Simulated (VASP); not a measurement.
Here is a VASP 6.6.1 calculation.

File INCAR:

```
ALGO = Fast
EDIFF = 1E-6
EDIFFG = -0.001
ENCUT = 600
GGA = PS
IBRION = 2
ISIF = 3
ISMEAR = -1
LASPH = True
LCHARG = False
LREAL = False
LWAVE = False
NELM = 60
NSW = 80
PREC = Accurate
SIGMA = 0.15
```

Contents of KPOINTS:

```
k-points
0
Gamma
  20 20 20
```

The input POSCAR:

```
Ag
1.0
    0.0000000000      2.0272056335      2.0272056335
    2.0272056335      0.0000000000      2.0272056335
    2.0272056335      2.0272056335      0.0000000000
Ag
1
Direct
    0.0000000000      0.0000000000      0.0000000000
```

Potentials or basis: VASP PAW PBE potentials, release 64 (Ag).

Launch:

```sh
$ cat potpaw_PBE.64/Ag/POTCAR > POTCAR
$ mpirun -np 1 vasp_std > vasp.out
```

Problem. Estimate the relaxed cell.

Solution. a = 2.865 Å, b = 2.865 Å, c = 2.865 Å, α = 60.00°, β = 60.00°, γ = 60.00°.

Problem. Estimate the relaxed volume.

Solution. 16.63 Å³/atom.

Problem. Estimate the space group after relaxing (to 0.05 Å).

Solution. Fm-3m (No. 225).

Final structure:
```yaml
crystal:
  lattice:
    - [0.00000, 2.02576, 2.02576]
    - [2.02576, 0.00000, 2.02576]
    - [2.02576, 2.02576, 0.00000]
  atoms:
    - { symbol: Ag, position: [0.00000, 0.00000, 0.00000] }
```

Caveat: the PAW data sets were made with another functional, which shifts forces and pressure a little.
